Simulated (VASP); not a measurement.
# Ni2Os (P6/mmm) in VASP: a series of runs

The runs below take Ni2Os through single point, relaxation of cell and atoms, with PBE.

All numbers are computed with VASP 6.6.1; they aren't measurements. Logs are shortened: lines on timing, memory, paths and dates and some standing lists are left out, and cuts for length are marked.

**1. The cell of the first run**

It takes space group P6/mmm (No. 191, hexagonal). Conventional cell: a = 4.049 Å, b = 4.049 Å, c = 2.538 Å, α = 90.00°, β = 90.00°, γ = 120.00°. Ni (site symmetry -6m2) has 5 Ni at 2.34 to 2.54 Å and 6 Os at 2.66 Å within 3.1 Å. Within 3.3 Å of Os (site symmetry 6/mmm) lie 2 Os at 2.54 Å and 12 Ni at 2.66 Å.

**2. Single point, PBE**

Contents of INCAR:

```
SYSTEM = Ni2Os
PREC = Accurate
ENCUT = 520
EDIFF = 1E-6
ISMEAR = 0
SIGMA = 0.1
LREAL = .FALSE.
LASPH = .TRUE.
NELM = 60
ALGO = Normal
ISIF = 2
LWAVE = .FALSE.
LCHARG = .FALSE.
GGA = PE
NBANDS = 21
```

Contents of KPOINTS:

```
Automatic mesh
0
G
  6 6 6
  0 0 0
```

Contents of POSCAR:

```
Ni2Os
1.0
    4.0489116349      0.0000000000      0.0000000000
   -2.0244558175      3.5064603335      0.0000000000
    0.0000000000      0.0000000000      2.5378447028
Ni Os
2 1
Direct
    0.3333333333      0.6666666667      0.5000000000
    0.6666666667      0.3333333333      0.5000000000
    0.0000000000      0.0000000000      0.0000000000
```

Potentials or basis: VASP PAW PBE potentials, release 64 (Ni, Os).

Run with:

```bash
$ cat potpaw_PBE.64/Ni/POTCAR potpaw_PBE.64/Os/POTCAR > POTCAR
$ mpirun -np 1 vasp_std > vasp.out
```

OUTCAR:

```text
SYSTEM = Ni2Os
   PREC = Accurate
   ENCUT = 520
   EDIFF = 1E-6
   ISMEAR = 0
   LREAL = .FALSE.
   LASPH = .TRUE.
   NELM = 60
   ISIF = 2
   GGA = PE

 ion  position               nearest neighbor table
   1  0.333  0.667  0.500-   2 2.34   2 2.34   2 2.34   3 2.66   3 2.66   3 2.66   3 2.66   3 2.66
                             3 2.66
   2  0.667  0.333  0.500-   1 2.34   1 2.34   1 2.34   3 2.66   3 2.66   3 2.66   3 2.66   3 2.66
                             3 2.66
   3  0.000  0.000  0.000-   1 2.66   2 2.66   1 2.66   2 2.66   2 2.66   2 2.66   1 2.66   1 2.66
                             2 2.66   2 2.66   1 2.66   1 2.66

  LATTYP: Found a hexagonal cell.
 ALAT       =     4.0489116349
 C/A-ratio  =     0.6267967621

  Lattice vectors:

 A1 = (   4.0489116349,   0.0000000000,   0.0000000000)
 A2 = (  -2.0244558175,   3.5064603335,   0.0000000000)
 A3 = (   0.0000000000,   0.0000000000,   2.5378447028)

Analysis of symmetry for initial positions (statically):
=====================================================================
 Subroutine PRICEL returns:
 Original cell was already a primitive cell.

 Routine SETGRP: Setting up the symmetry group for a
 hexagonal supercell.

 Subroutine GETGRP returns: Found 24 space group operations
 (whereof 24 operations were pure point group operations)
 out of a pool of 24 trial point group operations.

The static configuration has the point symmetry D_6h.

Analysis of symmetry for dynamics (positions and initial velocities):
=====================================================================
 Subroutine PRICEL returns:
 Original cell was already a primitive cell.

 Routine SETGRP: Setting up the symmetry group for a
 hexagonal supercell.

 Subroutine GETGRP returns: Found 24 space group operations
 (whereof 24 operations were pure point group operations)
 out of a pool of 24 trial point group operations.

The dynamic configuration has the point symmetry D_6h.

 Subroutine INISYM returns: Found 24 space group operations
 (whereof 24 operations are pure point group operations),
 and found     1 'primitive' translations

----------------------------------------------------------------------------------------

                                     Primitive cell

  volume of cell :      36.0307

  direct lattice vectors                    reciprocal lattice vectors
     4.048911635  0.000000000  0.000000000     0.246979952  0.142593942  0.000000000
    -2.024455817  3.506460334  0.000000000     0.000000000  0.285187883  0.000000000
     0.000000000  0.000000000  2.537844703     0.000000000  0.000000000  0.394035143

  length of vectors
     4.048911635  4.048911635  2.537844703     0.285187883  0.285187883  0.394035143

  position of ions in fractional coordinates (direct lattice)
     0.333333333  0.666666667  0.500000000
     0.666666667  0.333333333  0.500000000
     0.000000000  0.000000000  0.000000000

  ion indices of the primitive-cell ions
   primitive index   ion index
                 1           1
                 2           2
                 3           3

----------------------------------------------------------------------------------------

 KPOINTS: Automatic mesh

Automatic generation of k-mesh.
 Grid dimensions read from file:
 generate k-points for:    6    6    6

 Generating k-lattice:

  Cartesian coordinates                     Fractional coordinates (reciprocal lattice)
     0.041163325  0.023765657  0.000000000     0.166666667  0.000000000  0.000000000
     0.000000000  0.047531314  0.000000000     0.000000000  0.166666667  0.000000000
     0.000000000  0.000000000  0.065672524     0.000000000  0.000000000  0.166666667

  Length of vectors
     0.047531314  0.047531314  0.065672524

  Shift w.r.t. Gamma in fractional coordinates (k-lattice)
     0.000000000  0.000000000  0.000000000

 Subroutine IBZKPT returns following result:
 ===========================================

 Found     28 irreducible k-points:

 Following reciprocal coordinates:
            Coordinates               Weight
  0.000000  0.000000  0.000000      1.000000
  0.166667 -0.000000  0.000000      6.000000
  0.333333  0.000000  0.000000      6.000000
  0.500000  0.000000  0.000000      3.000000
  0.166667  0.166667  0.000000      6.000000
  0.333333  0.166667  0.000000     12.000000
[... 16 lines left out ...]
  0.166667 -0.000000  0.500000      6.000000
  0.333333  0.000000  0.500000      6.000000
 [... further k-points ...]
   k-points           NKPTS =     28   k-points in BZ     NKDIM =     28   number of bands    NBANDS=     21
   number of dos      NEDOS =    301   number of ions     NIONS =      3
   total plane-waves  NPLWV =  18000
   dimension x,y,z NGX =    30 NGY =   30 NGZ =   20
   dimension x,y,z NGXF=    60 NGYF=   60 NGZF=   40
   ions per type =               2   1
   NGX,Y,Z   is equivalent  to a cutoff of  12.32, 12.32, 13.10 a.u.
[... 85 lines left out ...]
      6       6.8107      2.00000
[... 13 lines left out ...]
     20      19.5836      0.00000
     21      20.1863      0.00000

 k-point     3 :       0.3333    0.0000    0.0000
  band No.  band energies     occupation
      1       0.9531      2.00000
      2       3.3783      2.00000
      3       4.0567      2.00000
      4       5.7083      2.00000
      5       5.7550      2.00000
      6       6.6134      2.00000
[... 13 lines left out ...]
     20      21.6712      0.00000
     21      22.5493      0.00000

 k-point     4 :       0.5000    0.0000    0.0000
  band No.  band energies     occupation
      1       1.8141      2.00000
      2       3.3240      2.00000
      3       3.5099      2.00000
      4       5.5218      2.00000
      5       6.1412      2.00000
      6       6.2578      2.00000
[... 13 lines left out ...]
     20      23.7383      0.00000
     21      24.1890      0.00000

 k-point     5 :       0.1667    0.1667    0.0000
  band No.  band energies     occupation
      1       0.6343      2.00000
      2       3.4392      2.00000
      3       4.1692      2.00000
      4       5.4460      2.00000
      5       6.4833      2.00000
      6       6.5677      2.00000
[... 13 lines left out ...]
     20      19.4101      0.00000
     21      22.8884      0.00000

 k-point     6 :       0.3333    0.1667    0.0000
  band No.  band energies     occupation
      1       1.6933      2.00000
      2       3.3349      2.00000
      3       3.6224      2.00000
      4       5.5781      2.00000
      5       6.3399      2.00000
      6       6.4843      2.00000
[... 13 lines left out ...]
     20      21.5881      0.00000
     21      24.3022      0.00000

 k-point     7 :       0.3333    0.3333    0.0000
  band No.  band energies     occupation
      1       2.0988      2.00000
      2       3.4086      2.00000
      3       3.4087      2.00000
      4       5.6877      2.00000
      5       6.4601      2.00000
      6       6.4601      2.00000
[... 13 lines left out ...]
     20      22.1585      0.00000
     21      22.1585      0.00000
[... 291 lines left out ...]
      1       3.4481      2.00000
      2       4.3515      2.00000
      3       4.7532      2.00000
      4       5.3475      2.00000
      5       5.8245      2.00000
      6       6.4019      2.00000
[... 13 lines left out ...]
     20      19.3867      0.00000
     21      20.2215      0.00000

 k-point    21 :       0.3333    0.3333    0.3333
  band No.  band energies     occupation
      1       4.0936      2.00000
      2       4.0936      2.00000
      3       4.5482      2.00000
      4       5.7379      2.00000
      5       5.8834      2.00000
      6       5.8834      2.00000
[... 13 lines left out ...]
     20      19.3636      0.00000
     21      19.7682      0.00000

 k-point    22 :       0.0000    0.0000    0.5000
  band No.  band energies     occupation
      1       3.7579      2.00000
      2       3.7579      2.00000
      3       4.6005      2.00000
      4       4.6005      2.00000
      5       4.6605      2.00000
      6       4.8682      2.00000
[... 13 lines left out ...]
     20      17.6174      0.00000
     21      21.5603      0.00000

 k-point    23 :       0.1667   -0.0000    0.5000
  band No.  band energies     occupation
      1       3.3646      2.00000
      2       3.8595      2.00000
      3       4.5780      2.00000
      4       4.7995      2.00000
      5       4.9285      2.00000
      6       5.6334      2.00000
[... 13 lines left out ...]
     20      17.8998      0.00000
     21      20.2722      0.00000

 k-point    24 :       0.3333    0.0000    0.5000
  band No.  band energies     occupation
      1       3.1096      2.00000
      2       4.0841      2.00000
      3       4.4661      2.00000
      4       5.3232      2.00000
      5       5.7603      2.00000
      6       6.3046      2.00000
[... 13 lines left out ...]
     20      19.1256      0.00000
     21      19.8844      0.00000

 [... further k-points ...]

------------------------ aborting loop because EDIFF is reached ----------------------------------------

  FORCE on cell =-STRESS in cart. coord.  units (eV):
  Direction    XX          YY          ZZ          XY          YZ          ZX
  --------------------------------------------------------------------------------------
  -------------------------------------------------------------------------------------
  Total       -0.0152442     -0.0152442     -0.0928371      0.0000000      0.0000000     -0.0000000
  in kB       -0.6778661     -0.6778661     -4.1281903      0.0000000      0.0000000     -0.0000000
  external PRESSURE =      -1.8279742 kB  Pullay stress =       0.0000000 kB

 VOLUME and BASIS-vectors are now :
 -----------------------------------------------------------------------------
  energy-cutoff  :      520.00
  volume of cell :       36.03
      direct lattice vectors                 reciprocal lattice vectors
     4.048911635  0.000000000  0.000000000     0.246979952  0.142593942  0.000000000
    -2.024455817  3.506460334  0.000000000     0.000000000  0.285187883  0.000000000
     0.000000000  0.000000000  2.537844703     0.000000000  0.000000000  0.394035143

 POSITION                                       TOTAL-FORCE (eV/Angst)
 -----------------------------------------------------------------------------------
     -0.00000      2.33764      1.26892         0.000000     -0.000000      0.000000
      2.02446      1.16882      1.26892        -0.000000      0.000000      0.000000
      0.00000      0.00000      0.00000        -0.000000      0.000000      0.000000
 -----------------------------------------------------------------------------------
    total drift:                               -0.000000      0.000000      0.000000

  FREE ENERGIE OF THE ION-ELECTRON SYSTEM (eV)
  ---------------------------------------------------
  free  energy   TOTEN  =       -21.6681159540 eV

  energy  without entropy=      -21.6377128111  energy(sigma->0) =      -21.65291438
```

Wall time 31 s (1 thread of AMD EPYC 7R13, shared host); peak memory 0.16 GiB.

What came out:

| Quantity | Value |
| --- | --- |
| Free energy | -21.6681 eV |
| Pressure | -0.2 GPa |
| Band gap on the k mesh | zero (bands 14 and 15 overlap by 0.87 eV) |

Stress tensor (GPa, compression positive):
```
-0.07  0.00  0.00
 0.00 -0.07  0.00
 0.00  0.00 -0.41
```

Caveat: the k points lie up to 0.41 Å⁻¹ apart, too coarse for converged energies and pressures of a metal; spin-orbit coupling is left out, which moves the levels of the heavy elements.

**3. Relaxation of cell and atoms, PBE**

This run uses another cell than the first one, of 10.24 Å³/atom.

Contents of INCAR:

```
ALGO     = Normal         # electronic algorithm
EDIFF    = 1E-6           # SCF threshold, eV
EDIFFG   = -0.04          # ionic threshold
ENCUT    = 600            # plane-wave cutoff, eV
GGA      = PE             # functional
IBRION   = 2              # ionic algorithm
ISIF     = 3              # what is computed and relaxed
ISMEAR   = 0              # smearing method
LASPH    = T              # aspherical terms in the spheres
LCHARG   = F              # write CHGCAR
LREAL    = F              # projectors in reciprocal space
LWAVE    = F              # write WAVECAR
NELM     = 80             # most SCF steps
NSW      = 90             # ionic steps
PREC     = Accurate       # precision mode
SIGMA    = 0.1            # smearing width, eV
```

Contents of KPOINTS:

```
k-points
0
Gamma
  6 6 6
```

Contents of POSCAR:

```
Ni2Os
1.0
    3.2028985964      0.0000000000      0.0000000000
   -1.6014492982      2.7737915502      0.0000000000
    0.0000000000      0.0000000000      3.4582792153
Ni Os
2 1
Direct
    0.3333333333      0.6666666667      0.5000000000
    0.6666666667      0.3333333333      0.5000000000
    0.0000000000      0.0000000000      0.0000000000
```

Potentials or basis: VASP PAW PBE potentials, release 64 (Ni, Os).

Run with:

```bash
$ cat potpaw_PBE.64/Ni/POTCAR potpaw_PBE.64/Os/POTCAR > POTCAR
$ mpirun -np 1 vasp_std > vasp.out
```

It took 5.5 min on 1 thread of AMD EPYC 7R13, shared host; peak memory 0.19 GiB.

The run converged. Its results:

| Item | Value |
| --- | --- |
| Free energy | -21.6576 eV |
| Relaxed volume | 11.99 Å³/atom |
| Relaxed cell | a = 4.045 Å, b = 4.045 Å, c = 2.537 Å, α = 90.00°, β = 90.00°, γ = 120.00° |
| Space group after relaxing (to 0.1 Å) | P6/mmm (No. 191) |
| Pressure after relaxing | 0.2 GPa |
| Band gap on the k mesh | zero (bands 14 and 15 overlap by 0.88 eV) |

Stress tensor (GPa, compression positive):
```
0.31 0.00 0.00
0.00 0.31 0.00
0.00 0.00 0.05
```

Final structure:
```
CELL_PARAMETERS angstrom
4.04525 0.00000 0.00000
-2.02262 3.50329 0.00000
0.00000 0.00000 2.53745
ATOMIC_POSITIONS crystal
Ni 0.33333 0.66667 0.50000
Ni 0.66667 0.33333 0.50000
Os 0.00000 0.00000 0.00000
```

Levels at points of the mesh, in eV from the Fermi level:
```csv
k point,band 12,band 13,band 14,band 15,band 16,band 17
"(0.00, 0.00, 0.00)",-1.73,-1.48,-1.48,1.04,1.04,6.34
"(0.50, 0.00, 0.00)",-0.87,-0.71,0.00,0.01,0.20,0.53
"(0.00, 0.00, 0.50)",-0.03,-0.03,0.64,0.64,1.19,5.24
"(0.50, 0.00, 0.50)",-1.15,-0.27,0.28,1.18,1.38,1.47
```

Caveat: the k points lie up to 0.41 Å⁻¹ apart in the final cell, too coarse for converged energies and pressures of a metal; the volume moved by over 15 % at a fixed basis, so the end points are rough; spin-orbit coupling is left out, which moves the levels of the heavy elements.

**4. Single point, PBE**

This run uses another cell than the first one, of 11.98 Å³/atom.

Contents of INCAR:

```
SYSTEM = Ni2Os
  PREC = Accurate
  ENCUT = 520
  EDIFF = 1E-6
  ISMEAR = 0
  SIGMA = 0.1
  LREAL = .FALSE.
  LASPH = .TRUE.
  NELM = 80
  ALGO = Fast
  ISIF = 2
  LWAVE = .FALSE.
  LCHARG = .FALSE.
  GGA = PE
  NBANDS = 21
```

Contents of KPOINTS:

```
Automatic mesh
0
G
  12 12 18
  0 0 0
```

Contents of POSCAR:

```
Ni2Os
1.0
    4.0586671879      0.0000000000      0.0000000000
   -2.0293335940      3.5149088902      0.0000000000
    0.0000000000      0.0000000000      2.5198096536
Ni Os
2 1
Direct
    0.3333333333      0.6666666667      0.5000000000
    0.6666666667      0.3333333333      0.5000000000
    0.0000000000      0.0000000000      0.0000000000
```

Run with:

```bash
$ cat potpaw_PBE.64/Ni/POTCAR potpaw_PBE.64/Os/POTCAR > POTCAR
$ mpirun -np 1 vasp_std > vasp.out
```

Wall time 2.4 min (1 thread of AMD EPYC 7R13, shared host); peak memory 0.26 GiB.

The run converged. Its results:

```yaml
Free_energy: -21.7626 eV
Pressure: -0.2 GPa
Band_gap_on_the_k_mesh: zero (bands 14 and 15 overlap by 0.86 eV)
```

Stress tensor (GPa, compression positive):
```
-0.05  0.00  0.00
 0.00 -0.05  0.00
 0.00  0.00 -0.52
```

Levels at points of the mesh, in eV from the Fermi level:
| k point | band 12 | band 13 | band 14 | band 15 | band 16 | band 17 |
| --- | --- | --- | --- | --- | --- | --- |
| (0.00, 0.00, 0.00) | -1.67 | -1.42 | -1.42 | 1.09 | 1.09 | 6.27 |
| (0.50, 0.00, 0.00) | -0.84 | -0.71 | -0.04 | -0.02 | 0.20 | 0.60 |
| (0.00, 0.00, 0.50) | -0.05 | -0.05 | 0.63 | 0.63 | 1.30 | 5.37 |
| (0.50, 0.00, 0.50) | -1.14 | -0.24 | 0.28 | 1.21 | 1.40 | 1.56 |

Caveat: spin-orbit coupling is left out, which moves the levels of the heavy elements.

**5. Relaxation of cell and atoms, PBE**

Contents of INCAR:

```
PREC = Accurate
ENCUT = 600
EDIFF = 1E-6
ISMEAR = 0
SIGMA = 0.1
LREAL = False
LASPH = True
NELM = 80
ALGO = Fast
ISIF = 3
LWAVE = False
LCHARG = False
GGA = PE
IBRION = 2
NSW = 100
EDIFFG = -0.01
```

Contents of KPOINTS:

```
regular mesh
0
Gamma
  12 12 18
```

Contents of POSCAR:

```
Ni2Os
1.0
    4.0489116349      0.0000000000      0.0000000000
   -2.0244558175      3.5064603335      0.0000000000
    0.0000000000      0.0000000000      2.5378447028
Ni Os
2 1
Direct
    0.3333333333      0.6666666667      0.5000000000
    0.6666666667      0.3333333333      0.5000000000
    0.0000000000      0.0000000000      0.0000000000
```

Run with:

```bash
$ cat potpaw_PBE.64/Ni/POTCAR potpaw_PBE.64/Os/POTCAR > POTCAR
$ mpirun -np 1 vasp_std > vasp.out
```

Run time: 5 min. Hardware: 1 thread of AMD EPYC 7R13, shared host; peak memory 0.3 GiB.

The run converged. Its results:

```
Free energy                           : -21.7629 eV
Relaxed volume                        : 11.97 Å³/atom
Relaxed cell                          : a = 4.059 Å, b = 4.059 Å, c = 2.517 Å, α = 90.00°, β = 90.00°, γ = 120.00°
Space group after relaxing (to 0.1 Å) : P6/mmm (No. 191)
Energy gained by relaxing             : 1.3 meV/atom
Ionic steps                           : 5
Pressure after relaxing               : 0.0 GPa
Band gap on the k mesh                : zero (bands 14 and 15 overlap by 0.86 eV)
```

The path:
| step | energy change (eV) | largest force (eV/Å) | pressure (GPa) | volume (Å³) |
| --- | --- | --- | --- | --- |
| 1 | 0.0000 | 0.0000 | -0.89 | 36.03 |
| 2 | -0.0013 | 0.0000 | 2.16 | 35.68 |
| 3 | -0.0036 | 0.0000 | 0.74 | 35.83 |
| 4 | -0.0033 | 0.0000 | -0.80 | 36.05 |
| 5 | -0.0038 | 0.0000 | 0.03 | 35.92 |

Final structure:
```cif
data_structure
_symmetry_space_group_name_H-M 'P 1'
_symmetry_Int_Tables_number 1
_cell_length_a 4.0592
_cell_length_b 4.0592
_cell_length_c 2.5175
_cell_angle_alpha 90.000
_cell_angle_beta 90.000
_cell_angle_gamma 120.000
_cell_volume 35.92
loop_
_atom_site_label
_atom_site_type_symbol
_atom_site_fract_x
_atom_site_fract_y
_atom_site_fract_z
_atom_site_occupancy
Ni1 Ni 0.33333 0.66667 0.50000 1
Ni2 Ni 0.66667 0.33333 0.50000 1
Os1 Os 0.00000 0.00000 0.00000 1
```

Levels at points of the mesh, in eV from the Fermi level:
```
           k point  band 11  band 12  band 13  band 14  band 15  band 16  band 17  band 18
(0.00, 0.00, 0.00)    -1.67    -1.67    -1.42    -1.42     1.09     1.09     6.26     6.26
(0.50, 0.00, 0.00)    -1.34    -0.84    -0.71    -0.05    -0.02     0.20     0.61     1.14
(0.00, 0.00, 0.50)    -0.21    -0.05    -0.05     0.63     0.63     1.31     5.39     7.91
(0.50, 0.00, 0.50)    -1.36    -1.14    -0.23     0.28     1.21     1.41     1.57     7.02
```

Caveat: spin-orbit coupling is left out, which moves the levels of the heavy elements. Spin polarisation is off, so any magnetic state and its effect on volume and gap are missing.

**6. Summary**

```csv
task,cell,k mesh,cutoff (eV),gap on the mesh (eV),pressure (GPa),relaxed volume (Å³/atom)
single point,"a = 4.049, b = 4.049, c = 2.538 Å, angles 90.0, 90.0, 120.0°, 3 atoms",6 × 6 × 6,520,none,-0.2,-
relaxation of cell and atoms,"relaxed from a = 3.203, b = 3.203, c = 3.458 Å, angles 90.0, 90.0, 120.0°, 3 atoms",6 × 6 × 6,600,none,0.2,11.99
single point,"a = 4.059, b = 4.059, c = 2.520 Å, angles 90.0, 90.0, 120.0°, 3 atoms",12 × 12 × 18,520,none,-0.2,-
relaxation of cell and atoms,"relaxed from a = 4.049, b = 4.049, c = 2.538 Å, angles 90.0, 90.0, 120.0°, 3 atoms",12 × 12 × 18,600,none,0.0,11.97
```

Alike in all rows: level PBE; potentials or basis VASP PAW PBE potentials, release 64 (Ni, Os); no spin polarisation; smearing gaussian 0.1 eV.

Caveats: some runs use coarse meshes; spin-orbit coupling is left out, which moves the levels of the heavy elements; the volume moved by over 15 % at a fixed basis, so the end points are rough (at least some runs).

Total energies depend on the potentials used, so only differences within one code and one set of settings carry meaning.
